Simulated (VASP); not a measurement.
Here is a VASP 6.6.1 calculation.

The input INCAR:

```
SYSTEM = HfN
PREC = Accurate
ENCUT = 520
EDIFF = 1E-6
ISMEAR = 0
SIGMA = 0.15
LREAL = .FALSE.
LASPH = .TRUE.
NELM = 80
ALGO = Normal
ISIF = 2
LWAVE = .FALSE.
LCHARG = .FALSE.
NBANDS = 14
```

Contents of KPOINTS:

```
Automatic mesh
0
G
  18 18 18
  0 0 0
```

File POSCAR:

```
HfN
1.0
    0.0000000000      2.2339756793      2.2339756793
    2.2339756793      0.0000000000      2.2339756793
    2.2339756793      2.2339756793      0.0000000000
Hf N
1 1
Direct
    0.0000000000      0.0000000000      0.0000000000
    0.5000000000      0.5000000000      0.5000000000
```

Potentials or basis: VASP PAW LDA potentials, release 64 (Hf_pv, N).

The run is started by

```bash
$ cat potpaw_LDA.64/Hf_pv/POTCAR potpaw_LDA.64/N/POTCAR > POTCAR
$ mpirun -np 1 vasp_std > vasp.out
```

(1) What does it give for the band gap on the k mesh?

(2) Predict the pressure.

## Answers

(1) zero (an odd number of electrons rules out a gap without spin polarisation).

(2) -1.2 GPa.

Caveat: spin-orbit coupling is left out, which moves the levels of the heavy elements.
